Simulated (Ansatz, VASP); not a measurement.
# Al: VASP beside Ansatz

```
CELL_PARAMETERS angstrom
2.69620 0.00000 0.00000
-1.34810 2.33498 0.00000
0.00000 0.00000 8.84180
ATOMIC_POSITIONS crystal
Al 0.00000 0.00000 0.00000
Al 0.33333 0.66667 0.25000
Al 0.00000 0.00000 0.50000
Al 0.66667 0.33333 0.75000
```

Alike in both runs: task single point; functional PBE; dispersion D3(BJ); k mesh 18 × 18 × 4; occupations gaussian, width 0.15 eV; no spin polarisation.

|  | VASP | Ansatz |
| --- | --- | --- |
| version | VASP 6.6.1 | Ansatz 0.2.0 |
| potentials or method | VASP PAW PBE potentials, release 64 (Al), cutoff 520 eV | scalar-relativistic, plane waves, PAW |
| valence electrons in the cell | 12 | 12 |

```tsv
	VASP	Ansatz	Ansatz less VASP
gap on the k mesh at the Fermi level (eV)	none	none	-
pressure (GPa)	14.8	14.8	-0.02
traceless stress, the component that is largest in VASP (GPa)	0.13	0.13	-0.003
```

A gap of «none» marks a metal or a gap that the smearing closes.
